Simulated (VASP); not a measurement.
# Ba3Rh2Br2O5 (I4/mmm) in VASP: single point with PBE

Aim: the single point of Ba3Rh2Br2O5 with PBE.

Program: VASP 6.6.1. These are calculated values, not measurements. Logs are shortened: lines on timing, memory, paths and dates and some standing lists are left out, and cuts for length are marked.

### Step 1. The cell of the first run

It takes space group I4/mmm (No. 139, tetragonal). The conventional cell has a = 4.090 Å, b = 4.090 Å, c = 28.773 Å, α = 90.00°, β = 90.00°, γ = 90.00°. Ba (site symmetry 4/mmm) has 12 O at 2.89 to 3.06 Å and 8 Rh at 3.54 Å within 3.8 Å. Ba (site symmetry 4mm) has 4 O at 2.71 Å and 4 Br at 3.28 Å and 4 Rh at 3.52 Å within 3.6 Å. Rh (site symmetry 4mm) has 5 O at 2.05 to 2.06 Å within 2.7 Å. Within 4.3 Å of Br (site symmetry 4mm) lie 4 Ba at 3.28 Å and 1 Rh at 3.56 Å and 4 O at 3.90 Å and 8 Br at 4.09 to 4.30 Å. Within 2.7 Å of O (site symmetry 2mm) lie 2 Rh at 2.06 Å. Within 2.7 Å of O (site symmetry 4/mmm) lie 2 Rh at 2.05 Å.

### Step 2. Single point, PBE

INCAR reads:

```
SYSTEM = Ba3Rh2Br2O5
PREC = Accurate
ENCUT = 520
EDIFF = 1E-6
ISMEAR = -1
SIGMA = 0.1
LREAL = .FALSE.
LASPH = .TRUE.
NELM = 80
ALGO = Normal
ISIF = 2
LWAVE = .FALSE.
LCHARG = .TRUE.
GGA = PE
LELF = .TRUE.
LVHAR = .TRUE.
NBANDS = 64
```

KPOINTS reads:

```
regular mesh
0
G
  5 5 5
  0 0 0
```

POSCAR reads:

```
Ba3Rh2Br2O5
1.0
    0.0000000000      4.0902861595      0.0000000000
    4.0902861595      0.0000000000      0.0000000000
    2.0451430798      2.0451430798    -14.3862571483
Ba Rh Br O
3 2 2 5
Direct
    0.5000000000      0.5000000000      0.0000000000
    0.3589910939      0.3589910939      0.2820178121
    0.6410089061      0.6410089061      0.7179821879
    0.0711390891      0.0711390891      0.8577218219
    0.9288609109      0.9288609109      0.1422781781
    0.1948196984      0.1948196984      0.6103606031
    0.8051803016      0.8051803016      0.3896393969
    0.5792987030      0.0792987030      0.8414025941
    0.0792987030      0.5792987030      0.8414025941
    0.4207012970      0.9207012970      0.1585974059
    0.9207012970      0.4207012970      0.1585974059
    0.0000000000      0.0000000000      0.0000000000
```

Potentials or basis: VASP PAW PBE potentials, release 64 (Ba_sv, Rh_pv, Br, O).

The run is started by

```
$ cat potpaw_PBE.64/Ba_sv/POTCAR potpaw_PBE.64/Rh_pv/POTCAR potpaw_PBE.64/Br/POTCAR potpaw_PBE.64/O/POTCAR > POTCAR
$ mpirun -np 1 vasp_std > vasp.out
```

OUTCAR:

```text
SYSTEM = Ba3Rh2Br2O5
   PREC = Accurate
   ENCUT = 520
   EDIFF = 1E-6
   ISMEAR = -1
   LREAL = .FALSE.
   LASPH = .TRUE.
   NELM = 80
   ISIF = 2
   GGA = PE

 ion  position               nearest neighbor table
   1  0.500  0.500  0.000-  12 2.89  12 2.89  12 2.89  12 2.89   8 3.06   9 3.06  10 3.06  11 3.06
                             8 3.06  11 3.06   9 3.06  10 3.06   4 3.54   5 3.54   5 3.54   5 3.54
   2  0.359  0.359  0.282-  11 2.71  10 2.71  10 2.71  11 2.71   7 3.28   7 3.28   7 3.28   7 3.28
                             5 3.52   5 3.52   5 3.52   5 3.52   1 4.06
   3  0.641  0.641  0.718-   8 2.71   9 2.71   8 2.71   9 2.71   6 3.28   6 3.28   6 3.28   6 3.28
                             4 3.52   4 3.52   4 3.52   4 3.52   1 4.06
   4  0.071  0.071  0.858-  12 2.05   9 2.06   8 2.06   9 2.06   8 2.06   3 3.52   3 3.52   3 3.52
                             3 3.52   1 3.54   1 3.54   1 3.54   1 3.54
   5  0.929  0.929  0.142-  12 2.05  11 2.06  10 2.06  11 2.06  10 2.06   2 3.52   2 3.52   2 3.52
                             2 3.52   1 3.54   1 3.54   1 3.54   1 3.54
   6  0.195  0.195  0.610-   3 3.28   3 3.28   3 3.28   3 3.28
   7  0.805  0.805  0.390-   2 3.28   2 3.28   2 3.28   2 3.28
   8  0.579  0.079  0.841-   4 2.06   4 2.06   3 2.71   3 2.71   1 3.06   1 3.06
   9  0.079  0.579  0.841-   4 2.06   4 2.06   3 2.71   3 2.71   1 3.06   1 3.06
  10  0.421  0.921  0.159-   5 2.06   5 2.06   2 2.71   2 2.71   1 3.06   1 3.06
  11  0.921  0.421  0.159-   5 2.06   5 2.06   2 2.71   2 2.71   1 3.06   1 3.06
  12  0.000  0.000  0.000-   4 2.05   5 2.05   1 2.89   1 2.89   1 2.89   1 2.89

  LATTYP: Found a body centered tetragonal cell.
 ALAT       =     4.0902861595
 C/A-ratio  =     7.0343524083

  Lattice vectors:

 A1 = (  -2.0451430798,   2.0451430797,  14.3862571483)
 A2 = (   2.0451430797,  -2.0451430798,  14.3862571483)
 A3 = (   2.0451430798,   2.0451430798, -14.3862571483)

Analysis of symmetry for initial positions (statically):
=====================================================================
 Subroutine PRICEL returns:
 Original cell was already a primitive cell.

 Routine SETGRP: Setting up the symmetry group for a
 body centered tetragonal supercell.

 Subroutine GETGRP returns: Found 16 space group operations
 (whereof 16 operations were pure point group operations)
 out of a pool of 16 trial point group operations.

The static configuration has the point symmetry D_4h.

Analysis of symmetry for dynamics (positions and initial velocities):
=====================================================================
 Subroutine PRICEL returns:
 Original cell was already a primitive cell.

 Routine SETGRP: Setting up the symmetry group for a
 body centered tetragonal supercell.

 Subroutine GETGRP returns: Found 16 space group operations
 (whereof 16 operations were pure point group operations)
 out of a pool of 16 trial point group operations.

The dynamic configuration has the point symmetry D_4h.

 Subroutine INISYM returns: Found 16 space group operations
 (whereof 16 operations are pure point group operations),
 and found     1 'primitive' translations

----------------------------------------------------------------------------------------

                                     Primitive cell

  volume of cell :     240.6884

  direct lattice vectors                    reciprocal lattice vectors
     0.000000000  4.090286159  0.000000000     0.000000000  0.244481672  0.034755392
     4.090286159  0.000000000  0.000000000     0.244481672  0.000000000  0.034755392
     2.045143080  2.045143080-14.386257148     0.000000000  0.000000000 -0.069510783

  length of vectors
     4.090286159  4.090286159 14.674113778     0.246939720  0.246939720  0.069510783

  position of ions in fractional coordinates (direct lattice)
     0.500000000  0.500000000  0.000000000
     0.358991094  0.358991094  0.282017812
     0.641008906  0.641008906  0.717982188
     0.071139089  0.071139089  0.857721822
     0.928860911  0.928860911  0.142278178
     0.194819698  0.194819698  0.610360603
     0.805180302  0.805180302  0.389639397
     0.579298703  0.079298703  0.841402594
     0.079298703  0.579298703  0.841402594
     0.420701297  0.920701297  0.158597406
     0.920701297  0.420701297  0.158597406
     0.000000000  0.000000000  0.000000000

  ion indices of the primitive-cell ions
   primitive index   ion index
                 1           1
                 2           2
                 3           3
                 4           4
                 5           5
                 6           6
                 7           7
                 8           8
                 9           9
                10          10
                11          11
                12          12

----------------------------------------------------------------------------------------

 KPOINTS: regular mesh

Automatic generation of k-mesh.
 Grid dimensions read from file:
 generate k-points for:    5    5    5

 Generating k-lattice:

  Cartesian coordinates                     Fractional coordinates (reciprocal lattice)
     0.000000000  0.048896334  0.006951078     0.200000000  0.000000000 -0.000000000
     0.048896334  0.000000000  0.006951078     0.000000000  0.200000000 -0.000000000
     0.000000000  0.000000000 -0.013902157     0.000000000  0.000000000  0.200000000

  Length of vectors
     0.049387944  0.049387944  0.013902157

  Shift w.r.t. Gamma in fractional coordinates (k-lattice)
     0.000000000  0.000000000  0.000000000

 Subroutine IBZKPT returns following result:
 ===========================================

 Found     18 irreducible k-points:

 Following reciprocal coordinates:
            Coordinates               Weight
  0.000000  0.000000  0.000000      1.000000
  0.200000  0.000000  0.000000      8.000000
  0.400000  0.000000  0.000000      8.000000
  0.200000  0.200000  0.000000      8.000000
  0.400000  0.200000  0.000000     16.000000
 -0.400000  0.200000 -0.000000     16.000000
[... 10 lines left out ...]
  0.000000  0.000000  0.400000      2.000000
 -0.200000  0.000000  0.400000      4.000000
   k-points           NKPTS =     18   k-points in BZ     NKDIM =     18   number of bands    NBANDS=     64
   number of dos      NEDOS =    301   number of ions     NIONS =     12
   total plane-waves  NPLWV = 100800
   dimension x,y,z NGX =    30 NGY =   30 NGZ =  112
   dimension x,y,z NGXF=    60 NGYF=   60 NGZF=  224
   ions per type =               3   2   2   5
   NGX,Y,Z   is equivalent  to a cutoff of  12.19, 12.19, 12.69 a.u.
   NGXF,Y,Z  is equivalent  to a cutoff of  24.39, 24.39, 25.38 a.u.
 SYSTEM =  Ba3Rh2Br2O5
   PREC   = accura    normal or accurate (medium, high low for compatibility)
   ISTART =      0    job   : 0-new  1-cont  2-samecut
   ICHARG =      2    charge: 1-file 2-atom 10-const
   ISPIN  =      1    spin polarized calculation?
   LNONCOLLINEAR =      F non collinear calculations
   LSORBIT =      F    spin-orbit coupling
   LASPH  =      T    aspherical Exc in radial PAW
   ENCUT  =  520.0 eV  38.22 Ry    6.18 a.u.   7.61  7.61 27.28*2*pi/ulx,y,z
   NELM   =     80;   NELMIN=  2; NELMDL= -5     # of ELM steps
   EDIFF  = 0.1E-05   stopping-criterion for ELM
   LREAL  =      F    real-space projection
[... 7 lines left out ...]
   TEBEG  =    0.0;   TEEND  =   0.0 temperature during run
   PSTRESS=    0.0 pullay stress
   NELECT =     104.0000    total number of electrons
   NUPDOWN=      -1.0000    fix difference up-down
   EMIN   =  10.00;   EMAX   =-10.00  energy-range for DOS
   EFERMI =   0.00;   METHOD = LEGACY
   ISMEAR =    -1;   SIGMA  =   0.10  broadening in eV -4-tet -1-fermi 0-gaus
   EFERMI_NEDOS =   21; number of points for ismear=-14 and -15
   IALGO  =     38    algorithm
   IMIX   =      4    mixing-type and parameters
     AMIX     =   0.40;   BMIX     =  1.00
     AMIX_MAG =   1.60;   BMIX_MAG =  1.00
  volume/ion in A,a.u.               =      20.06       135.35
  Fermi-wavevector in a.u.,A,eV,Ry     =   1.237659  2.338836 20.841389  1.531799
  Thomas-Fermi vector in A             =   2.372217
   LORBIT       =      0    0 simple, 1 ext, 2 COOP (PROOUT), +10 PAW based schemes
   GGA     = PE    functional components
   LHFCALC =     F    Hartree Fock is set to
   AEXX    =    0.0000 exact exchange contribution
   IVDW    =     0    specifies the selected vdW correction
   LEPSILON=     F    determine dielectric tensor
   LRPA    =     F    only Hartree local field effects (RPA)
 non-spin polarized calculation
  energy-cutoff  :      520.00
  volume of cell :      240.69
 maximum number of plane-waves:      6509
   NGX = 15   NGY = 15   NGZ = 55

 number of electron     103.9999983 magnetization

 Free energy of the ion-electron system (eV)
  ---------------------------------------------------
  ext. energy  EPLUGINS =         0.00000000
  ---------------------------------------------------
  free energy    TOTEN  =       -68.64457407 eV

  energy without entropy =      -68.37256721  energy(sigma->0) =      -68.50857064

 E-fermi :   3.2466     XC(G=0):  -9.7097

 val. band max:        3.1331677625   @ k =  -0.4000   0.0000   0.2000
 cond. band min:       3.2687876356   @ k =  -0.2000   0.2000   0.0000
 fundamental gap:      0.1356198731
 Fermi energy:         3.2466300165

 k-point     1 :       0.0000    0.0000    0.0000
  band No.  band energies     occupation
      1     -43.6499      2.00000
      2     -43.6499      2.00000
      3     -43.6497      2.00000
      4     -43.6497      2.00000
      5     -43.3346      2.00000
      6     -43.3312      2.00000
[... 56 lines left out ...]
     63       8.1833      0.00000
     64       8.3154      0.00000

 k-point     2 :       0.2000    0.0000    0.0000
  band No.  band energies     occupation
      1     -43.6521      2.00000
      2     -43.6520      2.00000
      3     -43.6498      2.00000
      4     -43.6496      2.00000
      5     -43.3345      2.00000
      6     -43.3311      2.00000
[... 1128 lines left out ...]
     63       8.1458      0.00000
     64       8.5884      0.00000

------------------------ aborting loop because EDIFF is reached ----------------------------------------

  FORCE on cell =-STRESS in cart. coord.  units (eV):
  Direction    XX          YY          ZZ          XY          YZ          ZX
  --------------------------------------------------------------------------------------
  -------------------------------------------------------------------------------------
  Total        1.4498601      1.4498601      1.4489026      0.0000000     -0.0000000     -0.0000000
  in kB        9.6512035      9.6512035      9.6448299      0.0000000     -0.0000000     -0.0000000
  external PRESSURE =       9.6490790 kB  Pullay stress =       0.0000000 kB

 VOLUME and BASIS-vectors are now :
 -----------------------------------------------------------------------------
  energy-cutoff  :      520.00
  volume of cell :      240.69
      direct lattice vectors                 reciprocal lattice vectors
     0.000000000  4.090286159  0.000000000     0.000000000  0.244481672  0.034755392
     4.090286159  0.000000000  0.000000000     0.244481672  0.000000000  0.034755392
     2.045143080  2.045143080-14.386257148     0.000000000  0.000000000 -0.069510783

 POSITION                                       TOTAL-FORCE (eV/Angst)
 -----------------------------------------------------------------------------------
      2.04514      2.04514      0.00000         0.000000     -0.000000      0.000000
      2.04514      2.04514     -4.05718         0.000000      0.000000     -0.181718
      4.09029      4.09029    -10.32908        -0.000000     -0.000000      0.181718
      2.04514      2.04514    -12.33941         0.000000      0.000000     -0.013976
      4.09029      4.09029     -2.04685        -0.000000     -0.000000      0.013976
      2.04514      2.04514     -8.78080        -0.000000     -0.000000      0.054801
      4.09029      4.09029     -5.60545         0.000000      0.000000     -0.054801
      2.04514      4.09029    -12.10463         0.000000      0.000000     -0.061873
      4.09029      2.04514    -12.10463         0.000000      0.000000     -0.061873
      4.09029      2.04514     -2.28162        -0.000000     -0.000000      0.061873
      2.04514      4.09029     -2.28162        -0.000000     -0.000000      0.061873
      0.00000      0.00000      0.00000         0.000000     -0.000000      0.000000
 -----------------------------------------------------------------------------------
    total drift:                               -0.000000     -0.000000      0.000000

  FREE ENERGIE OF THE ION-ELECTRON SYSTEM (eV)
  ---------------------------------------------------
  free  energy   TOTEN  =       -68.6445740729 eV

  energy  without entropy=      -68.3725672074  energy(sigma->0) =      -68.50857064
```

Wall time 7.4 min (1 thread of Oxide Virtual Turin-like, shared host); peak memory 0.43 GiB.

Results:

```
Free energy            : -68.6446 eV
Pressure               : 1.0 GPa
Largest force          : 0.182 eV/Å
Band gap on the k mesh : zero (band 52 reaches 3.44 eV, above the bottom of band 53 at 2.89 eV)
```

Forces on the atoms (eV/Å):
```
Ba   0.000  0.000  0.000
Ba   0.000  0.000 -0.182
Ba   0.000  0.000  0.182
Rh   0.000  0.000 -0.014
Rh   0.000  0.000  0.014
Br   0.000  0.000  0.055
Br   0.000  0.000 -0.055
O    0.000  0.000 -0.062
O    0.000  0.000 -0.062
O    0.000  0.000  0.062
O    0.000  0.000  0.062
O    0.000  0.000  0.000
```

Levels at points of the mesh, in eV from the Fermi level:
```tsv
k point	band 49	band 50	band 51	band 52	band 53	band 54	band 55	band 56
(0.00, 0.00, 0.00)	-1.56	-1.56	-0.60	-0.33	-0.33	-0.27	-0.25	1.33
```

Caveat: spin-orbit coupling is left out, which moves the levels of the heavy elements.
